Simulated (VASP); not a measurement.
ZnSiP2:

```
Zn P Si
1.0
    -2.68670    2.68670    5.23003
     2.68670   -2.68670    5.23003
     2.68670    2.68670   -5.23003
Zn P Si
2 4 2
Direct
  0.75000 0.25000 0.50000
  0.00000 0.00000 0.00000
  0.14230 0.62500 0.01730
  0.60770 0.12500 0.98270
  0.87500 0.85770 0.48270
  0.37500 0.39230 0.51730
  0.25000 0.75000 0.50000
  0.50000 0.50000 0.00000
```

Base run:

- Program: VASP 6.6.1
- Functional: r2SCAN
- Potentials or basis: VASP PAW PBE potentials, release 64 (Zn, P, Si)
- Cutoff: 550 eV
- k mesh: 6 × 6 × 6
- Occupations: gaussian, width 0.01 eV
- Spin: no spin polarisation

Its results: band gap on the k mesh 1.57 eV; pressure 0.0 GPa.

Question: The run is repeated on the same cell with these changes: functional from r2SCAN to PBEsol; cutoff from 550 eV to 500 eV. What comes out?

Answer: Band gap on the k mesh 1.20 eV; pressure -0.6 GPa.

Caveats: the PAW data sets were made with another functional, which shifts forces and pressure a little.

A k mesh can miss the band edges.
